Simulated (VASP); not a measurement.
Runs of VASP 6.6.1 on Ag. The structure is that of space group Pm-3n (No. 223), or close to it. The cells are those of the table. 

| task | cell | k mesh | cutoff (eV) | gap on the mesh (eV) | pressure (GPa) | relaxed volume (Å³/atom) |
| --- | --- | --- | --- | --- | --- | --- |
| single point | a = 5.289 Å, 8 atoms | 4 × 4 × 4 | 520 | none | -0.5 | - |
| relaxation of cell and atoms | relaxed from a = 5.289 Å, 8 atoms | 8 × 8 × 8 | 600 | none | 0.0 | 18.41 |
| single point | a = 5.202 Å, 8 atoms | 4 × 4 × 4 | 520 | none | 4.2 | - |
| relaxation of cell and atoms | relaxed from a = 5.202 Å, 8 atoms | 4 × 4 × 4 | 600 | none | 0.0 | (a) |
| single point | a = 5.283 Å, 8 atoms | 8 × 8 × 8 | 520 | none | (b) | - |

Alike in all rows: level PBE; potentials or basis VASP PAW PBE potentials, release 64 (Ag); no spin polarisation; smearing gaussian 0.1 eV.

Q: Estimate the missing entries.

A: (a) 18.38; (b) -0.1.

Caveats: the cell stands under pressure (at least some runs).

A k mesh can miss the band edges, and the runs leave out spin-orbit coupling on Ag.

A gap of «none» marks levels without a gap at the run's occupations.
